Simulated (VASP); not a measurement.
RbBr:

```
Rb Br
1.0
     3.99831    0.00000    0.00000
     0.00000    3.99831    0.00000
     0.00000    0.00000    4.12793
Rb Br
1 1
Direct
  0.00000 0.00000 0.00000
  0.50000 0.50000 0.50000
```

This cell differs from its parent crystal: biaxial xy strain -3.1%.

Program: VASP 6.6.1. Alike in all runs: task single point; potentials or basis VASP PAW PBE potentials, release 64 (Rb_sv, Br); no spin polarisation; cell as given.

Problem. Order these runs on this cell by their band gap on the k mesh, lowest first.
A. level HSE06; k mesh 4 × 4 × 4; cutoff (eV) 400; smearing gaussian 0.01 eV; grid for exact exchange (PRECFOCK) Normal; share of exact exchange 0.25; screening parameter 0.2079 1/Å
B. level PBE; k mesh 6 × 6 × 6; cutoff (eV) 500; smearing fermi-dirac 0.02 eV
C. level r2SCAN; k mesh 6 × 6 × 6; cutoff (eV) 550; smearing gaussian 0.01 eV

Solution. B (4.24 eV), C (5.01 eV), A (5.44 eV).

A k mesh can miss the band edges.
